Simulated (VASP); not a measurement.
Write the native input for VASP 6.6.1 that does the following.

```yaml
Task: single point
Functional: PBE
Potentials_or_basis: VASP PAW PBE potentials, release 64 (W_sv)
Cutoff: 520 eV
k_mesh: 19 × 19 × 19
Occupations: fermi-dirac, width 0.1 eV
Spin: no spin polarisation
Dipole_correction: no
Further_INCAR_settings: ALGO = Normal; EDIFF = 1e-06; NBANDS = 13
```

The structure of W lies in POSCAR:

```
W
1.0
    2.6020103875      0.0000000000      0.0000000000
    0.0000000000      2.6020103875      0.0000000000
    0.0000000000      0.0000000000      2.6020103875
W
1
Direct
    0.0000000000      0.0000000000      0.0000000000
```

This isn't the form of W at room conditions, which is bcc.

One way to write it, as run:

INCAR

```
  PREC = Accurate
  ENCUT = 520
  EDIFF = 1E-6
  ISMEAR = -1
  SIGMA = 0.1
  LREAL = False
  LASPH = True
  NELM = 60
  ALGO = Normal
  ISIF = 2
  LWAVE = False
  LCHARG = False
  GGA = PE
  NBANDS = 13
```

KPOINTS

```
regular mesh
0
Gamma
  19 19 19
```

Potentials or basis: VASP PAW PBE potentials, release 64 (W_sv).

Launch:

```bash
$ cat potpaw_PBE.64/W_sv/POTCAR > POTCAR
$ mpirun -np 1 vasp_std > vasp.out
```

Results of the run:

The pressure is 11.0 GPa and the band gap on the k mesh is zero (bands 7 and 8 overlap by 2.86 eV).

Caveat: the cell stands under pressure; spin-orbit coupling is left out, which moves the levels of the heavy elements.

Wall time 30 s on 1 thread of Intel Xeon 8259CL, on a shared host, peak memory 0.16 GiB.
